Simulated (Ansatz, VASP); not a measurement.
BeTe: VASP beside Ansatz

The input INCAR:

```
SYSTEM = BeTe
  PREC = Accurate
  ENCUT = 600
  EDIFF = 1E-6
  ISMEAR = 0
  SIGMA = 0.1
  LREAL = .False.
  LASPH = .True.
  NELM = 120
  ALGO = Normal
  ISIF = 2
  LWAVE = .False.
  LCHARG = .False.
  GGA = PE
  NBANDS = 11
  GGA_COMPAT = .False.
```

File KPOINTS:

```
Automatic mesh
0
Gamma
  6 6 6
  0 0 0
```

The input POSCAR:

```
BeTe
1.0
    0.0000000000      2.8100000000      2.8100000000
    2.8100000000      0.0000000000      2.8100000000
    2.8100000000      2.8100000000      0.0000000000
Be Te
1 1
Direct
    0.0000000000      0.0000000000      0.0000000000
    0.2500000000      0.2500000000      0.2500000000
```

Input for Ansatz:

```yaml
crystal:
  lattice:
    - [0.0, 2.81, 2.81]
    - [2.81, 0.0, 2.81]
    - [2.81, 2.81, 0.0]
  atoms:
    - { symbol: Be, position: [0.0, 0.0, 0.0] }
    - { symbol: Te, position: [0.25, 0.25, 0.25] }
basis:
  ecutwfc: 420
kpoints:
  mp_grid: { grid: [6, 6, 6] }
hamiltonian:
  xc: pbe
  pseudopotentials: { kind: paw, azcp: { folder: soft_1 } }
scf:
  occupations: { method: gaussian, width: 0.1 }
output:
  forces: true
  stress: true
  eigenvalues: true
```

Alike in both runs: task single point; functional PBE; k mesh 6 × 6 × 6; occupations gaussian, width 0.1 eV; no spin polarisation.

|  | VASP | Ansatz |
| --- | --- | --- |
| version | VASP 6.6.1 | Ansatz 0.2.0 |
| potentials or method | VASP PAW PBE potentials, release 64 (Be, Te), cutoff 600 eV | scalar-relativistic, plane waves, PAW |
| valence electrons in the cell | 8 | 18 |

```tsv
	VASP	Ansatz	Ansatz less VASP
gap on the k mesh at the Fermi level (eV)	1.96	1.97	+0.014
least direct gap on the mesh (eV)	3.60	3.62	+0.019
pressure (GPa)	1.6	1.4	-0.14
```

The functional is the same, so the differences come from potentials, cutoffs and numerics. VASP's potentials hold 8 valence electrons a cell and Ansatz's 18, so a difference there can come from the potentials and not from the codes.

Spin-orbit coupling is off throughout.
